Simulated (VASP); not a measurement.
# Ru (P6_3/mmc) in VASP: relaxation of cell and atoms with PBEsol

Aim: the relaxation of cell and atoms of Ru with PBEsol.

Everything below comes from runs of VASP 6.6.1. Logs are shortened: lines on timing, memory, paths and dates and some standing lists are left out, and cuts for length are marked.

## (1) The cell of the first run

It takes space group P6_3/mmc (No. 194, hexagonal). The conventional cell has a = 2.690 Å, b = 2.690 Å, c = 12.756 Å, α = 90.00°, β = 90.00°, γ = 120.00°. Ru (site symmetry -6m2) has 12 Ru at 2.63 to 2.69 Å within 3.5 Å. Ru (site symmetry 3m) has 12 Ru at 2.63 to 2.69 Å within 3.5 Å.

## (2) Relaxation of cell and atoms, PBEsol

INCAR reads:

```
ALGO = Fast ; EDIFF = 1E-6
EDIFFG = -0.01 ; ENCUT = 600
GGA = PS ; IBRION = 2
ISIF = 3 ; ISMEAR = 0
LASPH = T ; LCHARG = F
LREAL = F ; LWAVE = F
NELM = 60 ; NSW = 65
PREC = Accurate ; SIGMA = 0.1
```

KPOINTS reads:

```
k-points
0
Gamma
  18 18 4
```

POSCAR reads:

```
Ru
1.0
    2.6895079388      0.0000000000      0.0000000000
   -1.3447539694      2.3291821987      0.0000000000
    0.0000000000      0.0000000000     12.7557934048
Ru
6
Direct
    0.0000000000      0.0000000000      0.0000000000
    0.3333333333      0.6666666667      0.1666666667
    0.6666666667      0.3333333333      0.3333333333
    0.0000000000      0.0000000000      0.5000000000
    0.6666666667      0.3333333333      0.6666666667
    0.3333333333      0.6666666667      0.8333333333
```

Potentials or basis: VASP PAW PBE potentials, release 64 (Ru_pv).

The run is started by

```sh
cat potpaw_PBE.64/Ru_pv/POTCAR > POTCAR
mpirun -np 1 vasp_std > vasp.out
```

OUTCAR:

```text
EDIFF = 1E-6
   EDIFFG = -0.01
   ENCUT = 600
   GGA = PS
   IBRION = 2
   ISIF = 3
   ISMEAR = 0
   LASPH = T
   LREAL = F
   NELM = 60
   NSW = 65
   PREC = Accurate

 ion  position               nearest neighbor table
   1  0.000  0.000  0.000-   2 2.63   6 2.63   2 2.63   6 2.63   2 2.63   6 2.63
   2  0.333  0.667  0.167-   3 2.63   3 2.63   3 2.63   1 2.63   1 2.63   1 2.63
   3  0.667  0.333  0.333-   2 2.63   2 2.63   2 2.63   4 2.63   4 2.63   4 2.63
   4  0.000  0.000  0.500-   3 2.63   5 2.63   3 2.63   5 2.63   3 2.63   5 2.63
   5  0.667  0.333  0.667-   6 2.63   6 2.63   6 2.63   4 2.63   4 2.63   4 2.63
   6  0.333  0.667  0.833-   5 2.63   5 2.63   5 2.63   1 2.63   1 2.63   1 2.63

  LATTYP: Found a hexagonal cell.
 ALAT       =     2.6895079388
 C/A-ratio  =     4.7427981977

  Lattice vectors:

 A1 = (   2.6895079388,   0.0000000000,   0.0000000000)
 A2 = (  -1.3447539694,   2.3291821987,   0.0000000000)
 A3 = (   0.0000000000,   0.0000000000,  12.7557934048)

Analysis of symmetry for initial positions (statically):
=====================================================================
 Subroutine PRICEL returns:
 Original cell was already a primitive cell.

 Routine SETGRP: Setting up the symmetry group for a
 hexagonal supercell.

 Subroutine GETGRP returns: Found 24 space group operations
 (whereof 12 operations were pure point group operations)
 out of a pool of 24 trial point group operations.

The static configuration has the point symmetry D_3h.
 The point group associated with its full space group is D_6h.

Analysis of symmetry for dynamics (positions and initial velocities):
=====================================================================
 Subroutine PRICEL returns:
 Original cell was already a primitive cell.

 Routine SETGRP: Setting up the symmetry group for a
 hexagonal supercell.

 Subroutine GETGRP returns: Found 24 space group operations
 (whereof 12 operations were pure point group operations)
 out of a pool of 24 trial point group operations.

The dynamic configuration has the point symmetry D_3h.
 The point group associated with its full space group is D_6h.

 Subroutine INISYM returns: Found 24 space group operations
 (whereof 12 operations are pure point group operations),
 and found     1 'primitive' translations

----------------------------------------------------------------------------------------

                                     Primitive cell

  volume of cell :      79.9068
[... 116 lines left out ...]
     AMIX     =   0.40;   BMIX     =  1.00
     AMIX_MAG =   1.60;   BMIX_MAG =  1.00
  volume/ion in A,a.u.               =      13.32        89.87
  Fermi-wavevector in a.u.,A,eV,Ry     =   1.664588  3.145615 37.699731  2.770852
  Thomas-Fermi vector in A             =   2.751105
   LORBIT       =      0    0 simple, 1 ext, 2 COOP (PROOUT), +10 PAW based schemes
   GGA     = PS    functional components
   LHFCALC =     F    Hartree Fock is set to
   AEXX    =    0.0000 exact exchange contribution
   IVDW    =     0    specifies the selected vdW correction
   LEPSILON=     F    determine dielectric tensor
   LRPA    =     F    only Hartree local field effects (RPA)
 conjugate gradient relaxation of ions
 non-spin polarized calculation
 RMM-DIIS sequential band-by-band and
 Gauss-broadening in eV      SIGMA  =   0.10
  energy-cutoff  :      600.00
  volume of cell :       79.91
 maximum number of plane-waves:      2715
 NGX is ok and might be reduce to    24
   NGX = 11   NGY = 11   NGZ = 51

--------------------------------------- Ionic step        1  -------------------------------------------

 number of electron      83.9999988 magnetization

 Free energy of the ion-electron system (eV)
  ---------------------------------------------------
  ext. energy  EPLUGINS =         0.00000000
  ---------------------------------------------------
  free energy    TOTEN  =       -60.45501027 eV

  energy without entropy =      -60.42434242  energy(sigma->0) =      -60.43967635

------------------------ aborting loop because EDIFF is reached ----------------------------------------

  FORCE on cell =-STRESS in cart. coord.  units (eV):
  Direction    XX          YY          ZZ          XY          YZ          ZX
  --------------------------------------------------------------------------------------
  -------------------------------------------------------------------------------------
  Total       -1.1061053     -1.1061053      4.4850623     -0.0000000     -0.0000000      0.0000000
  in kB      -22.1780456    -22.1780456     89.9280745     -0.0000000     -0.0000000      0.0000000
  external PRESSURE =      15.1906611 kB  Pullay stress =       0.0000000 kB
[... 101 lines left out ...]
  FREE ENERGIE OF THE ION-ELECTRON SYSTEM (eV)
  ---------------------------------------------------
  free  energy   TOTEN  =       -60.5447984223 eV

  energy  without entropy=      -60.5169291198  energy(sigma->0) =      -60.53086377

[... ionic steps 4 to 9 ...]

--------------------------------------- Ionic step       10  -------------------------------------------

 number of electron      83.9999998 magnetization

------------------------ aborting loop because EDIFF is reached ----------------------------------------
[... 75 lines left out ...]
--------------------------------------- Ionic step       12  -------------------------------------------

 number of electron      83.9999999 magnetization

 Free energy of the ion-electron system (eV)
  ---------------------------------------------------
  ext. energy  EPLUGINS =         0.00000000
  ---------------------------------------------------
  free energy    TOTEN  =       -60.56833822 eV

  energy without entropy =      -60.54254419  energy(sigma->0) =      -60.55544120

 E-fermi :  12.9687     XC(G=0): -14.3680

 val. band max:       12.9632024361   @ k =   0.1111   0.1111   0.0000
 cond. band min:      12.9733536073   @ k =   0.4444   0.1111   0.2500
 fundamental gap:      0.0101511713
 Fermi energy:        12.9687252668

 k-point     1 :       0.0000    0.0000    0.0000
  band No.  band energies     occupation
      1     -30.6778      2.00000
      2     -30.4992      2.00000
      3     -30.2606      2.00000
      4     -29.8090      2.00000
      5     -29.7614      2.00000
      6     -29.7221      2.00000
[... 1261 lines left out ...]
     49      16.3247      0.00000
     50      16.9205      0.00000

 [... further k-points ...]
[... 5 lines left out ...]
  --------------------------------------------------------------------------------------
  -------------------------------------------------------------------------------------
  Total        0.0537883      0.0537883     -0.0168630      0.0000000      0.0000000      0.0000000
  in kB        1.0735120      1.0735120     -0.3365542      0.0000000      0.0000000      0.0000000
  external PRESSURE =       0.6034899 kB  Pullay stress =       0.0000000 kB
[... 21 lines left out ...]
  FREE ENERGIE OF THE ION-ELECTRON SYSTEM (eV)
  ---------------------------------------------------
  free  energy   TOTEN  =       -60.5683382163 eV

  energy  without entropy=      -60.5425441888  energy(sigma->0) =      -60.55544120

 reached required accuracy - stopping structural energy minimisation
```

OSZICAR:

```text
N       E                     dE             d eps       ncg     rms          rms(c)
DAV:   1     0.115859514888E+04    0.11586E+04   -0.54412E+04 11108   0.208E+03
DAV:   2    -0.183136309232E+02   -0.11769E+04   -0.11501E+04 11508   0.623E+02
DAV:   3    -0.639060533809E+02   -0.45592E+02   -0.43450E+02 13538   0.119E+02
[... 130 lines left out ...]
RMM:   2    -0.605684008349E+02    0.51458E-03   -0.14504E-03 11140   0.253E-01    0.626E-02
RMM:   3    -0.605684862478E+02   -0.85413E-04   -0.67330E-04 11298   0.117E-01    0.102E-01
RMM:   4    -0.605683299816E+02    0.15627E-03   -0.24272E-04 11272   0.763E-02    0.201E-02
RMM:   5    -0.605683366025E+02   -0.66209E-05   -0.51625E-05 11726   0.292E-02    0.620E-03
RMM:   6    -0.605683377266E+02   -0.11242E-05   -0.13162E-05 10574   0.146E-02    0.425E-03
RMM:   7    -0.605683382163E+02   -0.48961E-06   -0.21968E-06  6721   0.737E-03
  12 F= -.60568338E+02 E0= -.60555441E+02  d E =-.134166E-04
```

CONTCAR:

```text
Ru
   1.00000000000000
     2.6756209374626256    0.0000000000000000    0.0000000000000000
    -1.3378104687313128    2.3171557027591443    0.0000000000000000
     0.0000000000000000    0.0000000000000000   12.9482711991257151
  Ru
     6
Direct
     0.0000000000000000    1.0000000000000000    0.0000000000000000
     0.3333333332999970    0.6666666667000030    0.1629608840679659
     0.6666666667000030    0.3333333332999970    0.3370391159320341
     1.0000000000000000    0.0000000000000000    0.5000000000000000
     0.6666666667000030    0.3333333332999970    0.6629608840679659
     0.3333333332999970    0.6666666667000030    0.8370391159320341

  0.00000000E+00  0.00000000E+00  0.00000000E+00
  0.00000000E+00  0.00000000E+00  0.00000000E+00
  0.00000000E+00  0.00000000E+00  0.00000000E+00
  0.00000000E+00  0.00000000E+00  0.00000000E+00
  0.00000000E+00  0.00000000E+00  0.00000000E+00
  0.00000000E+00  0.00000000E+00  0.00000000E+00
```

Run time: 1.8 h. Hardware: 1 thread of Oxide Virtual Turin-like, shared host; peak memory 0.48 GiB.

What came out:

| Property | Result |
| --- | --- |
| Free energy | -60.5683 eV |
| Relaxed volume | 13.38 Å³/atom |
| Relaxed cell | a = 2.676 Å, b = 2.676 Å, c = 12.948 Å, α = 90.00°, β = 90.00°, γ = 120.00° |
| Space group after relaxing (to 0.1 Å) | P6_3/mmc (No. 194) |
| Energy gained by relaxing | 18.9 meV/atom |
| Ionic steps | 12 |
| Pressure after relaxing | 0.1 GPa |
| Band gap on the k mesh | zero (bands 42 and 43 overlap by 2.97 eV) |

Stress tensor (GPa, compression positive):
```
 0.11  0.00  0.00
 0.00  0.11  0.00
 0.00  0.00 -0.03
```

Step by step:
```csv
step,energy change (eV),largest force (eV/Å),pressure (GPa),volume (Å³)
1,0.0000,0.8529,1.52,79.91
2,-0.0475,0.1403,-3.99,81.32
3,-0.0898,0.3620,-2.25,80.73
4,-0.0893,0.0673,5.72,79.02
5,-0.1054,0.1642,1.58,79.87
6,-0.1110,0.0749,-0.54,80.46
7,-0.1132,0.0140,0.17,80.25
8,-0.1132,0.0062,0.16,80.26
9,-0.1132,0.0072,-0.45,80.38
10,-0.1133,0.0091,-0.14,80.32
11,-0.1133,0.0087,-0.10,80.32
12,-0.1133,0.0003,0.06,80.28
```

Final structure:
```
Ru
1.0
     2.67562    0.00000    0.00000
    -1.33781    2.31716    0.00000
     0.00000    0.00000   12.94827
Ru
6
Direct
  0.00000 0.00000 0.00000
  0.33333 0.66667 0.16296
  0.66667 0.33333 0.33704
  0.00000 0.00000 0.50000
  0.66667 0.33333 0.66296
  0.33333 0.66667 0.83704
```

Caveat: the PAW data sets were made with another functional, which shifts forces and pressure a little.
